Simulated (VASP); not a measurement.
# HfPdSe3 (Pm-3m) in VASP: relaxation of cell and atoms with PBE

Aim: the relaxation of cell and atoms of HfPdSe3 with PBE.

Everything below comes from runs of VASP 6.6.1. Logs are shortened: lines on timing, memory, paths and dates and some standing lists are left out, and cuts for length are marked.

### Step 1. The cell of the first run

The structure is cubic, space group Pm-3m (No. 221). The conventional cell has a = 5.143 Å, b = 5.143 Å, c = 5.143 Å, α = 90.00°, β = 90.00°, γ = 90.00°. Hf (site symmetry m-3m) has 6 Se at 2.57 Å within 3.4 Å. Within 4.8 Å of Pd (site symmetry m-3m) lie 12 Se at 3.64 Å and 8 Hf at 4.45 Å. Within 3.4 Å of Se (site symmetry 4/mmm) lie 2 Hf at 2.57 Å.

The cell was generated, and may not be a known phase.

### Step 2. Relaxation of cell and atoms, PBE, collinear spin

File INCAR:

```
ALGO = Normal ; EDIFF = 1E-7
EDIFFG = -0.01 ; ENCUT = 500
GGA = PE ; GGA_COMPAT = F
IBRION = 2 ; ISIF = 3
ISMEAR = 0 ; ISPIN = 2
LASPH = T ; LCHARG = F
LMAXMIX = 4 ; LORBIT = 11
LREAL = F ; LWAVE = F
MAGMOM = 0 0.6 0.25 0.25 0.25 ; NELM = 200
NELMIN = 4 ; NSW = 100
PREC = Accurate ; SIGMA = 0.1
```

File KPOINTS:

```
k-points
0
Gamma
  8 8 8
```

File POSCAR:

```
HfPdSe3
1.0
    5.1434819761      0.0000000000      0.0000000000
    0.0000000000      5.1434819761      0.0000000000
    0.0000000000      0.0000000000      5.1434819761
Hf Pd Se
1 1 3
Direct
    0.0000000000      0.0000000000      0.0000000000
    0.5000000000      0.5000000000      0.5000000000
    0.5000000000      0.0000000000      0.0000000000
    0.0000000000      0.5000000000      0.0000000000
    0.0000000000      0.0000000000      0.5000000000
```

Potentials or basis: VASP PAW PBE potentials, release 64 (Hf_pv, Pd, Se).

Started as:

```bash
> cat potpaw_PBE.64/Hf_pv/POTCAR potpaw_PBE.64/Pd/POTCAR potpaw_PBE.64/Se/POTCAR > POTCAR
> mpirun -np 1 vasp_std > vasp.out
```

OUTCAR:

```text
EDIFF = 1E-7
   EDIFFG = -0.01
   ENCUT = 500
   GGA = PE
   IBRION = 2
   ISIF = 3
   ISMEAR = 0
   ISPIN = 2
   LASPH = T
   LORBIT = 11
   LREAL = F
   NELM = 200
   NELMIN = 4
   NSW = 100
   PREC = Accurate

 ion  position               nearest neighbor table
   1  0.000  0.000  0.000-   3 2.57   4 2.57   5 2.57   5 2.57   4 2.57   3 2.57
   2  0.500  0.500  0.500-
   3  0.500  0.000  0.000-   1 2.57   1 2.57
   4  0.000  0.500  0.000-   1 2.57   1 2.57
   5  0.000  0.000  0.500-   1 2.57   1 2.57

  LATTYP: Found a simple cubic cell.
 ALAT       =     5.1434819761

  Lattice vectors:

 A1 = (   5.1434819761,   0.0000000000,   0.0000000000)
 A2 = (   0.0000000000,   5.1434819761,   0.0000000000)
 A3 = (   0.0000000000,   0.0000000000,   5.1434819761)

Analysis of symmetry for initial positions (statically):
=====================================================================
 Subroutine PRICEL returns:
 Original cell was already a primitive cell.

 Routine SETGRP: Setting up the symmetry group for a
 simple cubic supercell.

 Subroutine GETGRP returns: Found 48 space group operations
 (whereof 48 operations were pure point group operations)
 out of a pool of 48 trial point group operations.

The static configuration has the point symmetry O_h .

Analysis of symmetry for dynamics (positions and initial velocities):
=====================================================================
 Subroutine PRICEL returns:
 Original cell was already a primitive cell.

 Routine SETGRP: Setting up the symmetry group for a
 simple cubic supercell.

 Subroutine GETGRP returns: Found 48 space group operations
 (whereof 48 operations were pure point group operations)
 out of a pool of 48 trial point group operations.

The dynamic configuration has the point symmetry O_h .

Analysis of structural, dynamic, and magnetic symmetry:
=====================================================================
 Subroutine PRICEL returns:
 Original cell was already a primitive cell.

 Routine SETGRP: Setting up the symmetry group for a
 simple cubic supercell.

 Subroutine GETGRP returns: Found 48 space group operations
 (whereof 48 operations were pure point group operations)
 out of a pool of 48 trial point group operations.

The overall configuration has the point symmetry O_h .

 Subroutine INISYM returns: Found 48 space group operations
 (whereof 48 operations are pure point group operations),
 and found     1 'primitive' translations

----------------------------------------------------------------------------------------

                                     Primitive cell

  volume of cell :     136.0729

  direct lattice vectors                    reciprocal lattice vectors
     5.143481976  0.000000000  0.000000000     0.194420823  0.000000000  0.000000000
     0.000000000  5.143481976  0.000000000     0.000000000  0.194420823  0.000000000
     0.000000000  0.000000000  5.143481976     0.000000000  0.000000000  0.194420823

  length of vectors
     5.143481976  5.143481976  5.143481976     0.194420823  0.194420823  0.194420823

  position of ions in fractional coordinates (direct lattice)
     0.000000000  0.000000000  0.000000000
     0.500000000  0.500000000  0.500000000
     0.500000000  0.000000000  0.000000000
     0.000000000  0.500000000  0.000000000
     0.000000000  0.000000000  0.500000000

  ion indices of the primitive-cell ions
   primitive index   ion index
                 1           1
                 2           2
                 3           3
                 4           4
                 5           5

----------------------------------------------------------------------------------------

 KPOINTS: k-points

Automatic generation of k-mesh.
 Grid dimensions read from file:
 generate k-points for:    8    8    8

 Generating k-lattice:

  Cartesian coordinates                     Fractional coordinates (reciprocal lattice)
     0.024302603  0.000000000  0.000000000     0.125000000  0.000000000  0.000000000
     0.000000000  0.024302603  0.000000000     0.000000000  0.125000000  0.000000000
     0.000000000  0.000000000  0.024302603     0.000000000  0.000000000  0.125000000

  Length of vectors
     0.024302603  0.024302603  0.024302603

  Shift w.r.t. Gamma in fractional coordinates (k-lattice)
     0.000000000  0.000000000  0.000000000

 Subroutine IBZKPT returns following result:
 ===========================================

 Found     35 irreducible k-points:

 Following reciprocal coordinates:
            Coordinates               Weight
  0.000000  0.000000  0.000000      1.000000
  0.125000  0.000000  0.000000      6.000000
  0.250000  0.000000  0.000000      6.000000
  0.375000  0.000000  0.000000      6.000000
  0.500000  0.000000  0.000000      3.000000
  0.125000  0.125000  0.000000     12.000000
[... 16 lines left out ...]
  0.375000  0.375000  0.125000     24.000000
  0.500000  0.375000  0.125000     24.000000
 [... further k-points ...]
   k-points           NKPTS =     35   k-points in BZ     NKDIM =     35   number of bands    NBANDS=     24
   number of dos      NEDOS =    301   number of ions     NIONS =      5
   total plane-waves  NPLWV =  64000
   dimension x,y,z NGX =    40 NGY =   40 NGZ =   40
   dimension x,y,z NGXF=    80 NGYF=   80 NGZF=   80
   ions per type =               1   1   3
   NGX,Y,Z   is equivalent  to a cutoff of  12.93, 12.93, 12.93 a.u.
   NGXF,Y,Z  is equivalent  to a cutoff of  25.86, 25.86, 25.86 a.u.
 SYSTEM =  unknown system
   PREC   = accura    normal or accurate (medium, high low for compatibility)
   ISTART =      0    job   : 0-new  1-cont  2-samecut
   ICHARG =      2    charge: 1-file 2-atom 10-const
   ISPIN  =      2    spin polarized calculation?
   LNONCOLLINEAR =      F non collinear calculations
   LSORBIT =      F    spin-orbit coupling
   LASPH  =      T    aspherical Exc in radial PAW
   ENCUT  =  500.0 eV  36.75 Ry    6.06 a.u.   9.38  9.38  9.38*2*pi/ulx,y,z
   NELM   =    200;   NELMIN=  4; NELMDL= -5     # of ELM steps
   EDIFF  = 0.1E-06   stopping-criterion for ELM
   LREAL  =      F    real-space projection
   EDIFFG = -.1E-01   stopping-criterion for IOM
   NSW    =    100    number of steps for IOM
   IBRION =      2    ionic relax: 0-MD 1-quasi-New 2-CG
   NFREE  =      1    steps in history (QN), initial steepest desc. (CG)
   ISIF   =      3    stress and relaxation
   ISYM   =      2    0-nonsym 1-usesym 2-fastsym
   POTIM  = 0.5000    time-step for ionic-motion
   TEBEG  =    0.0;   TEEND  =   0.0 temperature during run
   PSTRESS=    0.0 pullay stress
   NELECT =      38.0000    total number of electrons
   NUPDOWN=      -1.0000    fix difference up-down
   EMIN   =  10.00;   EMAX   =-10.00  energy-range for DOS
   EFERMI =   0.00;   METHOD = LEGACY
   ISMEAR =     0;   SIGMA  =   0.10  broadening in eV -4-tet -1-fermi 0-gaus
   EFERMI_NEDOS =   21; number of points for ismear=-14 and -15
   IALGO  =     38    algorithm
   IMIX   =      4    mixing-type and parameters
     AMIX     =   0.40;   BMIX     =  1.00
     AMIX_MAG =   1.60;   BMIX_MAG =  1.00
  volume/ion in A,a.u.               =      27.21       183.65
  Fermi-wavevector in a.u.,A,eV,Ry     =   1.070070  2.022139 15.579345  1.145050
  Thomas-Fermi vector in A             =   2.205769
   LORBIT       =     11    0 simple, 1 ext, 2 COOP (PROOUT), +10 PAW based schemes
   GGA     = PE    functional components
   LHFCALC =     F    Hartree Fock is set to
   AEXX    =    0.0000 exact exchange contribution
   IVDW    =     0    specifies the selected vdW correction
   LEPSILON=     F    determine dielectric tensor
   LRPA    =     F    only Hartree local field effects (RPA)
 conjugate gradient relaxation of ions
 spin polarized calculation
 Gauss-broadening in eV      SIGMA  =   0.10
  energy-cutoff  :      500.00
  volume of cell :      136.07
 maximum number of plane-waves:      3483
 NGX is ok and might be reduce to    40
   NGX = 19   NGY = 19   NGZ = 19

--------------------------------------- Ionic step        1  -------------------------------------------

 number of electron      38.0000011 magnetization       0.2414549

 number of electron      38.0000011 magnetization      -0.8114888

 Free energy of the ion-electron system (eV)
  ---------------------------------------------------
  ext. energy  EPLUGINS =         0.00000000
  ---------------------------------------------------
  free energy    TOTEN  =       -26.04333396 eV

  energy without entropy =      -26.00758679  energy(sigma->0) =      -26.02546037

------------------------ aborting loop because EDIFF is reached ----------------------------------------

  FORCE on cell =-STRESS in cart. coord.  units (eV):
  Direction    XX          YY          ZZ          XY          YZ          ZX
  --------------------------------------------------------------------------------------
  -------------------------------------------------------------------------------------
  Total       -0.1536758     -0.1536758     -0.1536758     -0.0000000     -0.0000000     -0.0000000
  in kB       -1.8094408     -1.8094408     -1.8094408     -0.0000000     -0.0000000     -0.0000000
  external PRESSURE =      -1.8094408 kB  Pullay stress =       0.0000000 kB

 VOLUME and BASIS-vectors are now :
 -----------------------------------------------------------------------------
  energy-cutoff  :      500.00
  volume of cell :      136.07
      direct lattice vectors                 reciprocal lattice vectors
     5.143481976  0.000000000  0.000000000     0.194420823  0.000000000  0.000000000
     0.000000000  5.143481976  0.000000000     0.000000000  0.194420823  0.000000000
     0.000000000  0.000000000  5.143481976     0.000000000  0.000000000  0.194420823
[... 40 lines left out ...]
 POSITION                                       TOTAL-FORCE (eV/Angst)
 -----------------------------------------------------------------------------------
      0.00000      0.00000      0.00000         0.000000      0.000000      0.000000
      2.56793      2.56793      2.56793        -0.000000      0.000000      0.000000
      2.56793     -0.00000     -0.00000         0.000000     -0.000000      0.000000
     -0.00000      2.56793      0.00000         0.000000      0.000000      0.000000
      0.00000     -0.00000      2.56793         0.000000     -0.000000      0.000000
 -----------------------------------------------------------------------------------
    total drift:                               -0.000000      0.000000     -0.000000

  FREE ENERGIE OF THE ION-ELECTRON SYSTEM (eV)
  ---------------------------------------------------
  free  energy   TOTEN  =       -26.0435132380 eV

  energy  without entropy=      -26.0075927593  energy(sigma->0) =      -26.02555300

--------------------------------------- Ionic step        3  -------------------------------------------

 number of electron      38.0000010 magnetization      -0.8000915

 Free energy of the ion-electron system (eV)
  ---------------------------------------------------
  ext. energy  EPLUGINS =         0.00000000
  ---------------------------------------------------
  free energy    TOTEN  =       -26.04356469 eV

  energy without entropy =      -26.00768503  energy(sigma->0) =      -26.02562486

 E-fermi :   2.4436     XC(G=0):  -9.2658

 val. band max:        2.4407235637   @ k =   0.5000   0.2500   0.0000
 cond. band min:       2.4443957861   @ k =   0.5000   0.0000   0.0000
 fundamental gap:      0.0036722225
 Fermi energy:         2.4436296164

 spin component 1

 k-point     1 :       0.0000    0.0000    0.0000
  band No.  band energies     occupation
      1     -28.5292      1.00000
      2     -28.5292      1.00000
      3     -28.5292      1.00000
      4     -10.7517      1.00000
      5      -9.5761      1.00000
      6      -9.5761      1.00000
[... 16 lines left out ...]
     23       3.4474      0.00000
     24       3.4474      0.00000
[... 600 lines left out ...]
      4      -9.9918      1.00000
      5      -9.5181      1.00000
      6      -9.5130      1.00000
[... 16 lines left out ...]
     23       5.8436      0.00000
     24       6.3877      0.00000

 [... further k-points ...]

 spin component 2

 k-point     1 :       0.0000    0.0000    0.0000
  band No.  band energies     occupation
      1     -28.5183      1.00000
      2     -28.5183      1.00000
      3     -28.5183      1.00000
      4     -10.8616      1.00000
      5      -9.6969      1.00000
      6      -9.6969      1.00000
[... 16 lines left out ...]
     23       3.4393      0.00000
     24       3.4393      0.00000
[... 643 lines left out ...]
 POSITION                                       TOTAL-FORCE (eV/Angst)
 -----------------------------------------------------------------------------------
      0.00000      0.00000      0.00000         0.000000      0.000000      0.000000
      2.56916      2.56916      2.56916        -0.000000      0.000000      0.000000
      2.56916     -0.00000     -0.00000         0.000000      0.000000      0.000000
     -0.00000      2.56916      0.00000         0.000000      0.000000      0.000000
      0.00000     -0.00000      2.56916         0.000000     -0.000000      0.000000
 -----------------------------------------------------------------------------------
    total drift:                               -0.000000      0.000000     -0.000000

  FREE ENERGIE OF THE ION-ELECTRON SYSTEM (eV)
  ---------------------------------------------------
  free  energy   TOTEN  =       -26.0435646874 eV

  energy  without entropy=      -26.0076850301  energy(sigma->0) =      -26.02562486

 reached required accuracy - stopping structural energy minimisation

 total charge

# of ion       s       p       d       tot
------------------------------------------
    1        0.315   6.511   1.559   8.386
    2        0.099   0.053   8.709   8.861
    3        1.468   2.349   0.020   3.838
    4        1.468   2.349   0.020   3.838
    5        1.468   2.349   0.020   3.838
--------------------------------------------------
tot          4.820  13.610  10.330  28.760

 magnetization (x)

# of ion       s       p       d       tot
------------------------------------------
    1        0.001   0.002   0.017   0.020
    2        0.001   0.000  -0.375  -0.374
    3       -0.003  -0.098   0.000  -0.101
    4       -0.003  -0.098   0.000  -0.101
    5       -0.003  -0.098   0.000  -0.101
--------------------------------------------------
tot         -0.007  -0.293  -0.358  -0.658
```

It took 11 min on 1 thread of Oxide Virtual Turin-like, shared host; peak memory 0.37 GiB.

What came out:

* Free energy: -26.0436 eV
* Relaxed volume: 27.13 Å³/atom
* Relaxed cell: a = 5.138 Å, b = 5.138 Å, c = 5.138 Å, α = 90.00°, β = 90.00°, γ = 90.00°
* Space group after relaxing (to 0.1 Å): Pm-3m (No. 221)
* Energy gained by relaxing: 0.0 meV/atom
* Ionic steps: 3
* Pressure after relaxing: 0.0 GPa
* Net moment: -0.80 μB per cell
* Site moments: Hf +0.02; Pd -0.37; Se -0.10 μB
* Valence electrons inside the program's atomic spheres: Hf 8.39; Pd 8.86; Se 3.84

The path:
```
step  energy change (eV)  largest force (eV/Å)  pressure (GPa)  volume (Å³)
   1              0.0000                0.0000           -0.18       136.07
   2             -0.0002                0.0000            0.09       135.47
   3             -0.0002                0.0000            0.00       135.66
```

Final structure:
```xyz
5
Lattice="5.1383 0.0000 0.0000 0.0000 5.1383 0.0000 0.0000 0.0000 5.1383" Properties=species:S:1:pos:R:3 pbc="T T T"
Hf    0.0000    0.0000    0.0000
Pd    2.5692    2.5692    2.5692
Se    2.5692    0.0000    0.0000
Se    0.0000    2.5692    0.0000
Se    0.0000    0.0000    2.5692
```

Caveat: a moment this small can come from the mesh or the smearing; spin-orbit coupling is left out, which moves the levels of the heavy elements.
